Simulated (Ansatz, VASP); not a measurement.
## Two plane-wave programs on Si

File INCAR:

```
SYSTEM = Si
  ALGO = Normal
  EDIFF = 1E-6
  ENCUT = 520
  GGA = PE
  ISIF = 2
  ISMEAR = 0
  LASPH = .TRUE.
  LCHARG = .TRUE.
  LELF = .TRUE.
  LREAL = .FALSE.
  LVHAR = .TRUE.
  LWAVE = .FALSE.
  NBANDS = 11
  NELM = 60
  PREC = Accurate
  SIGMA = 0.05
```

Contents of KPOINTS:

```
k-points
0
G
  10 10 10
  0 0 0
```

The input POSCAR:

```
Si
1.0
    0.0000000000      2.9740872640      2.4791991433
    2.9740872640      0.0000000000      2.4791991433
    2.9740872640      2.9740872640      0.0000000000
Si
2
Direct
    0.5000000000      0.5000000000      0.5000000000
    0.7500000000      0.7500000000      0.7500000000
```

Input for Ansatz:

```yaml
crystal:
  lattice:
    - [0.0, 2.974087264, 2.4791991433]
    - [2.974087264, 0.0, 2.4791991433]
    - [2.974087264, 2.974087264, 0.0]
  atoms:
    - { symbol: Si, position: [0.5, 0.5, 0.5] }
    - { symbol: Si, position: [0.75, 0.75, 0.75] }
basis:
  ecutwfc: 420
kpoints:
  mp_grid: { grid: [10, 10, 10] }
hamiltonian:
  xc: pbe
scf:
  occupations: { method: gaussian, width: 0.05 }
output:
  forces: true
  stress: true
  eigenvalues: true
  write_density: true
  write_potential: true
  elf: true
  volumetric_format: npy
```

Alike in both runs: task single point; functional PBE; k mesh 10 × 10 × 10; occupations gaussian, width 0.05 eV; no spin polarisation.

|  | VASP | Ansatz |
| --- | --- | --- |
| version | VASP 6.6.1 | Ansatz 0.2.0 |
| potentials or method | VASP PAW PBE potentials, release 64 (Si), cutoff 520 eV | scalar-relativistic, plane waves, PAW |
| valence electrons in the cell | 8 | 8 |

|  | VASP | Ansatz | Ansatz less VASP |
| --- | --- | --- | --- |
| gap on the k mesh at the Fermi level (eV) | none | none | - |
| pressure (GPa) | -6.2 | -6.2 | +0.06 |
| traceless stress, the component that is largest in VASP (GPa) | 7.70 | 7.68 | -0.027 |

A gap of «none» marks a metal or a gap that the smearing closes.
